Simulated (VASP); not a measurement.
# Ta3N (P-3m1) in VASP: a series of runs

Aim: see how the results for Ta3N move with the level of theory and the settings. Levels: PBEsol+U, LDA, PBE-based global hybrid with 25 % exact exchange. Tasks: relaxation of cell and atoms, single point.

Program: VASP 6.6.1. These are calculated values, not measurements. Logs are shortened: lines on timing, memory, paths and dates and some standing lists are left out, and cuts for length are marked.

### 1 The cell of the first run

The structure is trigonal, space group P-3m1 (No. 164). The conventional cell has a = 3.032 Å, b = 3.032 Å, c = 7.524 Å, α = 90.00°, β = 90.00°, γ = 120.00°. Within 3.2 Å of Ta (site symmetry 3m) lie 3 N at 2.19 Å and 12 Ta at 3.01 to 3.15 Å. Ta (site symmetry -3m) has 12 Ta at 3.01 to 3.03 Å and 2 N at 3.76 Å within 4.0 Å. Within 2.9 Å of N (site symmetry -3m) lie 6 Ta at 2.19 Å.

### 2 Relaxation of cell and atoms, PBEsol+U

Input file INCAR:

```
PREC = Accurate
ENCUT = 600
EDIFF = 1E-6
ISMEAR = -1
SIGMA = 0.05
LREAL = False
LASPH = True
NELM = 150
ALGO = Normal
ISIF = 3
LWAVE = False
LCHARG = False
LMAXMIX = 4
LDAU = True
LDAUTYPE = 2
LDAUL = 2 -1
LDAUU = 8 0
LDAUJ = 0 0
LDAUPRINT = 1
GGA = PS
IBRION = 2
NSW = 60
EDIFFG = -0.01
```

Input file KPOINTS:

```
regular mesh
0
Gamma
  10 10 4
```

Input file POSCAR:

```
Ta3N
1.0
    3.0322239879      0.0000000000      0.0000000000
   -1.5161119940      2.6259830035      0.0000000000
    0.0000000000      0.0000000000      7.5241370000
Ta N
3 1
Direct
    0.6666666667      0.3333333333      0.8260700000
    0.3333333333      0.6666666667      0.1739300000
    0.0000000000      0.0000000000      0.5000000000
    0.0000000000      0.0000000000      0.0000000000
```

Potentials or basis: VASP PAW PBE potentials, release 64 (Ta_pv, N).

Command:

```sh
$ cat potpaw_PBE.64/Ta_pv/POTCAR potpaw_PBE.64/N/POTCAR > POTCAR
$ mpirun -np 1 vasp_std > vasp.out
```

OUTCAR:

```text
PREC = Accurate
   ENCUT = 600
   EDIFF = 1E-6
   ISMEAR = -1
   LREAL = False
   LASPH = True
   NELM = 150
   ISIF = 3
   GGA = PS
   IBRION = 2
   NSW = 60
   EDIFFG = -0.01

 ion  position               nearest neighbor table
   1  0.667  0.333  0.826-   4 2.19   4 2.19   4 2.19   3 3.01   3 3.01   3 3.01   2 3.15   2 3.15
                             2 3.15
   2  0.333  0.667  0.174-   4 2.19   4 2.19   4 2.19   3 3.01   3 3.01   3 3.01   1 3.15   1 3.15
                             1 3.15
   3  0.000  0.000  0.500-   1 3.01   2 3.01   1 3.01   2 3.01   1 3.01   2 3.01
   4  0.000  0.000  0.000-   1 2.19   2 2.19   1 2.19   2 2.19   1 2.19   2 2.19

  LATTYP: Found a hexagonal cell.
 ALAT       =     3.0322239879
 C/A-ratio  =     2.4813922158

  Lattice vectors:

 A1 = (   3.0322239879,   0.0000000000,   0.0000000000)
 A2 = (  -1.5161119940,   2.6259830035,   0.0000000000)
 A3 = (   0.0000000000,   0.0000000000,   7.5241370000)

Analysis of symmetry for initial positions (statically):
=====================================================================
 Subroutine PRICEL returns:
 Original cell was already a primitive cell.

 Routine SETGRP: Setting up the symmetry group for a
 hexagonal supercell.

 Subroutine GETGRP returns: Found 12 space group operations
 (whereof 12 operations were pure point group operations)
 out of a pool of 24 trial point group operations.

The static configuration has the point symmetry D_3d.

Analysis of symmetry for dynamics (positions and initial velocities):
=====================================================================
 Subroutine PRICEL returns:
 Original cell was already a primitive cell.

 Routine SETGRP: Setting up the symmetry group for a
 hexagonal supercell.

 Subroutine GETGRP returns: Found 12 space group operations
 (whereof 12 operations were pure point group operations)
 out of a pool of 24 trial point group operations.

The dynamic configuration has the point symmetry D_3d.

 Subroutine INISYM returns: Found 12 space group operations
 (whereof 12 operations are pure point group operations),
 and found     1 'primitive' translations

----------------------------------------------------------------------------------------

                                     Primitive cell

  volume of cell :      59.9115

  direct lattice vectors                    reciprocal lattice vectors
     3.032223988  0.000000000  0.000000000     0.329790940  0.190404888  0.000000000
    -1.516111994  2.625983004  0.000000000     0.000000000  0.380809776  0.000000000
     0.000000000  0.000000000  7.524137000     0.000000000  0.000000000  0.132905608

  length of vectors
     3.032223988  3.032223988  7.524137000     0.380809776  0.380809776  0.132905608

  position of ions in fractional coordinates (direct lattice)
     0.666666667  0.333333333  0.826070000
     0.333333333  0.666666667  0.173930000
     0.000000000  0.000000000  0.500000000
     0.000000000  0.000000000  0.000000000

  ion indices of the primitive-cell ions
   primitive index   ion index
                 1           1
                 2           2
                 3           3
                 4           4

----------------------------------------------------------------------------------------

 KPOINTS: regular mesh

Automatic generation of k-mesh.
 Grid dimensions read from file:
 generate k-points for:   10   10    4

 Generating k-lattice:

  Cartesian coordinates                     Fractional coordinates (reciprocal lattice)
     0.032979094  0.019040489  0.000000000     0.100000000  0.000000000  0.000000000
     0.000000000  0.038080978  0.000000000     0.000000000  0.100000000  0.000000000
     0.000000000  0.000000000  0.033226402     0.000000000  0.000000000  0.250000000

  Length of vectors
     0.038080978  0.038080978  0.033226402

  Shift w.r.t. Gamma in fractional coordinates (k-lattice)
     0.000000000  0.000000000  0.000000000

 Subroutine IBZKPT returns following result:
 ===========================================

 Found     50 irreducible k-points:

 Following reciprocal coordinates:
            Coordinates               Weight
  0.000000  0.000000  0.000000      1.000000
  0.100000  0.000000  0.000000      6.000000
  0.200000  0.000000  0.000000      6.000000
  0.300000  0.000000  0.000000      6.000000
  0.400000 -0.000000  0.000000      6.000000
  0.500000  0.000000  0.000000      3.000000
[... 16 lines left out ...]
  0.000000  0.400000  0.250000      6.000000
  0.500000  0.000000  0.250000      6.000000
 [... further k-points ...]
   k-points           NKPTS =     50   k-points in BZ     NKDIM =     50   number of bands    NBANDS=     23
   number of dos      NEDOS =    301   number of ions     NIONS =      4
   total plane-waves  NPLWV =  34560
   dimension x,y,z NGX =    24 NGY =   24 NGZ =   60
   dimension x,y,z NGXF=    48 NGYF=   48 NGZF=  120
   ions per type =               3   1
   NGX,Y,Z   is equivalent  to a cutoff of  13.16, 13.16, 13.26 a.u.
   NGXF,Y,Z  is equivalent  to a cutoff of  26.32, 26.32, 26.51 a.u.
 SYSTEM =  unknown system
   PREC   = accura    normal or accurate (medium, high low for compatibility)
   ISTART =      0    job   : 0-new  1-cont  2-samecut
   ICHARG =      2    charge: 1-file 2-atom 10-const
   ISPIN  =      1    spin polarized calculation?
   LNONCOLLINEAR =      F non collinear calculations
   LSORBIT =      F    spin-orbit coupling
   LASPH  =      T    aspherical Exc in radial PAW
   ENCUT  =  600.0 eV  44.10 Ry    6.64 a.u.   6.06  6.06 15.03*2*pi/ulx,y,z
   NELM   =    150;   NELMIN=  2; NELMDL= -5     # of ELM steps
   EDIFF  = 0.1E-05   stopping-criterion for ELM
   LREAL  =      F    real-space projection
   EDIFFG = -.1E-01   stopping-criterion for IOM
   NSW    =     60    number of steps for IOM
   IBRION =      2    ionic relax: 0-MD 1-quasi-New 2-CG
   NFREE  =      1    steps in history (QN), initial steepest desc. (CG)
   ISIF   =      3    stress and relaxation
   ISYM   =      2    0-nonsym 1-usesym 2-fastsym
   POTIM  = 0.5000    time-step for ionic-motion
   TEBEG  =    0.0;   TEEND  =   0.0 temperature during run
   PSTRESS=    0.0 pullay stress
   NELECT =      38.0000    total number of electrons
   NUPDOWN=      -1.0000    fix difference up-down
   EMIN   =  10.00;   EMAX   =-10.00  energy-range for DOS
   EFERMI =   0.00;   METHOD = LEGACY
   ISMEAR =    -1;   SIGMA  =   0.05  broadening in eV -4-tet -1-fermi 0-gaus
   EFERMI_NEDOS =   21; number of points for ismear=-14 and -15
   IALGO  =     38    algorithm
   IMIX   =      4    mixing-type and parameters
     AMIX     =   0.40;   BMIX     =  1.00
     AMIX_MAG =   1.60;   BMIX_MAG =  1.00
  volume/ion in A,a.u.               =      14.98       101.08
  Fermi-wavevector in a.u.,A,eV,Ry     =   1.406585  2.658061 26.918884  1.978482
  Thomas-Fermi vector in A             =   2.528931
   LORBIT       =      0    0 simple, 1 ext, 2 COOP (PROOUT), +10 PAW based schemes
 LDA+U is selected, type is set to LDAUTYPE =  2
   angular momentum for each species LDAUL =     2   -1
   U (eV)           for each species LDAUU =   8.0  0.0
   J (eV)           for each species LDAUJ =   0.0  0.0
   GGA     = PS    functional components
   LHFCALC =     F    Hartree Fock is set to
   AEXX    =    0.0000 exact exchange contribution
   IVDW    =     0    specifies the selected vdW correction
   LEPSILON=     F    determine dielectric tensor
   LRPA    =     F    only Hartree local field effects (RPA)
 conjugate gradient relaxation of ions
 non-spin polarized calculation
  energy-cutoff  :      600.00
  volume of cell :       59.91
 maximum number of plane-waves:      2028
   NGX = 13   NGY = 13   NGZ = 31

--------------------------------------- Ionic step        1  -------------------------------------------

 number of electron      37.9999999 magnetization

 Free energy of the ion-electron system (eV)
  ---------------------------------------------------
  ext. energy  EPLUGINS =         0.00000000
  ---------------------------------------------------
  free energy    TOTEN  =       -27.99607945 eV

  energy without entropy =      -27.97478305  energy(sigma->0) =      -27.98543125

------------------------ aborting loop because EDIFF is reached ----------------------------------------

  FORCE on cell =-STRESS in cart. coord.  units (eV):
  Direction    XX          YY          ZZ          XY          YZ          ZX
  --------------------------------------------------------------------------------------
  -------------------------------------------------------------------------------------
  Total        6.2663233      6.2663233      7.8570968     -0.0000000      0.0000000      0.0000000
  in kB      167.5766480    167.5766480    210.1177778     -0.0000000      0.0000000      0.0000000
  external PRESSURE =     181.7570246 kB  Pullay stress =       0.0000000 kB
[... 95 lines left out ...]
  FREE ENERGIE OF THE ION-ELECTRON SYSTEM (eV)
  ---------------------------------------------------
  free  energy   TOTEN  =       -28.2250904024 eV

  energy  without entropy=      -28.2049071504  energy(sigma->0) =      -28.21499878

[... ionic steps 4 to 8 ...]

--------------------------------------- Ionic step        9  -------------------------------------------

 number of electron      38.0000001 magnetization

------------------------ aborting loop because EDIFF is reached ----------------------------------------

  FORCE on cell =-STRESS in cart. coord.  units (eV):
  Direction    XX          YY          ZZ          XY          YZ          ZX
  --------------------------------------------------------------------------------------
  -------------------------------------------------------------------------------------
  Total       -0.1119056     -0.1119056     -0.1536960      0.0000000      0.0000000      0.0000000
  in kB       -2.7981312     -2.7981312     -3.8430742      0.0000000      0.0000000      0.0000000
  external PRESSURE =      -3.1464455 kB  Pullay stress =       0.0000000 kB
[... 151 lines left out ...]
  o =  0.1106  v = -0.4187  0.5139  0.0000  0.6782 -0.3173  0.0000  0.0000  0.0000  0.0000  0.0000      0.0000  0.0000  0.0000  0.0000  0.0000  0.0000  0.0000  0.0000  0.0000  0.0000
  o =  0.1106  v =  0.0000  0.0000  0.0000  0.0000  0.0000 -0.4187  0.5139  0.0000  0.6782 -0.3173      0.0000  0.0000  0.0000  0.0000  0.0000  0.0000  0.0000  0.0000  0.0000  0.0000
  o =  0.1106  v = -0.3173 -0.6782  0.0000  0.5139  0.4187  0.0000  0.0000  0.0000  0.0000  0.0000      0.0000  0.0000  0.0000  0.0000  0.0000  0.0000  0.0000  0.0000  0.0000  0.0000
  o =  0.1106  v =  0.0000  0.0000  0.0000  0.0000  0.0000 -0.3173 -0.6782  0.0000  0.5139  0.4187      0.0000  0.0000  0.0000  0.0000  0.0000  0.0000  0.0000  0.0000  0.0000  0.0000
  o =  0.2084  v =  0.0000  0.0000  0.0000  0.0000  0.0000  0.6782  0.3173 -0.0000  0.4187  0.5139      0.0000  0.0000  0.0000  0.0000  0.0000  0.0000  0.0000  0.0000  0.0000  0.0000
  o =  0.2084  v =  0.6782  0.3173 -0.0000  0.4187  0.5139  0.0000  0.0000  0.0000  0.0000  0.0000      0.0000  0.0000  0.0000  0.0000  0.0000  0.0000  0.0000  0.0000  0.0000  0.0000
  o =  0.2084  v =  0.0000  0.0000  0.0000  0.0000  0.0000  0.5139 -0.4187 -0.0000  0.3173 -0.6782      0.0000  0.0000  0.0000  0.0000  0.0000  0.0000  0.0000  0.0000  0.0000  0.0000
  o =  0.2084  v =  0.5139 -0.4187 -0.0000  0.3173 -0.6782  0.0000  0.0000  0.0000  0.0000  0.0000      0.0000  0.0000  0.0000  0.0000  0.0000  0.0000  0.0000  0.0000  0.0000  0.0000
  o =  0.2799  v =  0.0000  0.0000  1.0000  0.0000  0.0000  0.0000  0.0000  0.0000  0.0000  0.0000      0.0000  0.0000  0.0000  0.0000  0.0000  0.0000  0.0000  0.0000  0.0000  0.0000
  o =  0.2799  v =  0.0000  0.0000  0.0000  0.0000  0.0000  0.0000  0.0000  1.0000  0.0000  0.0000      0.0000  0.0000  0.0000  0.0000  0.0000  0.0000  0.0000  0.0000  0.0000  0.0000

--------------------------------------- Ionic step       11  -------------------------------------------

 number of electron      38.0000002 magnetization

 Free energy of the ion-electron system (eV)
  ---------------------------------------------------
  ext. energy  EPLUGINS =         0.00000000
  ---------------------------------------------------
  free energy    TOTEN  =       -28.23731639 eV

  energy without entropy =      -28.21930213  energy(sigma->0) =      -28.22830926

 E-fermi :   7.0751     XC(G=0): -12.5332

 val. band max:        7.0719179079   @ k =   0.3000   0.1000   0.0000
 cond. band min:       7.0984007945   @ k =   0.2000   0.0000   0.5000
 fundamental gap:      0.0264828866
 Fermi energy:         7.0750766690

 k-point     1 :       0.0000    0.0000    0.0000
  band No.  band energies     occupation
      1     -29.9833      2.00000
      2     -29.8011      2.00000
      3     -29.5434      2.00000
      4     -29.5434      2.00000
      5     -29.5262      2.00000
      6     -29.5262      2.00000
[... 613 lines left out ...]
     22      10.2573      0.00000
     23      10.9913      0.00000

 [... further k-points ...]

------------------------ aborting loop because EDIFF is reached ----------------------------------------

  FORCE on cell =-STRESS in cart. coord.  units (eV):
  Direction    XX          YY          ZZ          XY          YZ          ZX
  --------------------------------------------------------------------------------------
  -------------------------------------------------------------------------------------
  Total        0.0257709      0.0257709      0.0018066     -0.0000000     -0.0000000     -0.0000000
  in kB        0.6452965      0.6452965      0.0452377     -0.0000000     -0.0000000     -0.0000000
  external PRESSURE =       0.4452769 kB  Pullay stress =       0.0000000 kB
[... 19 lines left out ...]
  FREE ENERGIE OF THE ION-ELECTRON SYSTEM (eV)
  ---------------------------------------------------
  free  energy   TOTEN  =       -28.2373163936 eV

  energy  without entropy=      -28.2193021283  energy(sigma->0) =      -28.22830926

 reached required accuracy - stopping structural energy minimisation
```

It took 3.4 min on 1 thread of Intel Xeon 6975P-C (Granite Rapids), shared host; peak memory 0.25 GiB.

What came out:

| Item | Value |
| --- | --- |
| Free energy | -28.2373 eV |
| Relaxed volume | 16.00 Å³/atom |
| Relaxed cell | a = 3.074 Å, b = 3.074 Å, c = 7.818 Å, α = 90.00°, β = 90.00°, γ = 120.00° |
| Space group after relaxing (to 0.1 Å) | P-3m1 (No. 164) |
| Energy gained by relaxing | 60.3 meV/atom |
| Ionic steps | 11 |
| Pressure after relaxing | 0.0 GPa |
| Band gap on the k mesh | zero (bands 19 and 20 overlap by 0.66 eV) |

Step by step:
```csv
step,energy change (eV),largest force (eV/Å),pressure (GPa),volume (Å³)
1,0.0000,0.5305,18.18,59.91
2,0.9975,0.7178,-28.50,75.88
3,-0.2290,0.0004,-1.24,64.34
4,-0.2299,0.0244,-0.31,64.09
5,-0.2299,0.0328,0.00,64.00
6,-0.2405,0.1060,0.11,63.99
7,-0.2406,0.1123,0.13,63.98
8,-0.2411,0.0066,-0.36,64.09
9,-0.2411,0.0227,-0.31,64.08
10,-0.2411,0.0287,0.36,63.88
11,-0.2412,0.0002,0.04,63.99
```

Final structure:
```xyz
4
Lattice="3.0742 0.0000 0.0000 -1.5371 2.6624 0.0000 0.0000 0.0000 7.8176" Properties=species:S:1:pos:R:3 pbc="T T T"
Ta    1.5371    0.8875    6.4419
Ta    0.0000    1.7749    1.3757
Ta    0.0000    0.0000    3.9088
N     0.0000    0.0000    0.0000
```

Eigenvalues of the final occupation matrices:
| site | spin | trace | eigenvalues |
| --- | --- | --- | --- |
| site 1 d | 1 | 0.99 | 0.17 0.17 0.21 0.21 0.23 |
| site 1 d | 2 | 0.99 | 0.17 0.17 0.21 0.21 0.23 |
| site 2 d | 1 | 0.99 | 0.17 0.17 0.21 0.21 0.23 |
| site 2 d | 2 | 0.99 | 0.17 0.17 0.21 0.21 0.23 |
| site 3 d | 1 | 0.92 | 0.11 0.11 0.21 0.21 0.28 |
| site 3 d | 2 | 0.92 | 0.11 0.11 0.21 0.21 0.28 |

Caveat: the PAW data sets were made with another functional, which shifts forces and pressure a little; spin-orbit coupling is left out, which moves the levels of the heavy elements; U without spin polarisation on a metal has little footing.

(Part 1 of 2 ends here.)

The gap in the log of VASP goes by the Fermi energy; the results here count the filled bands.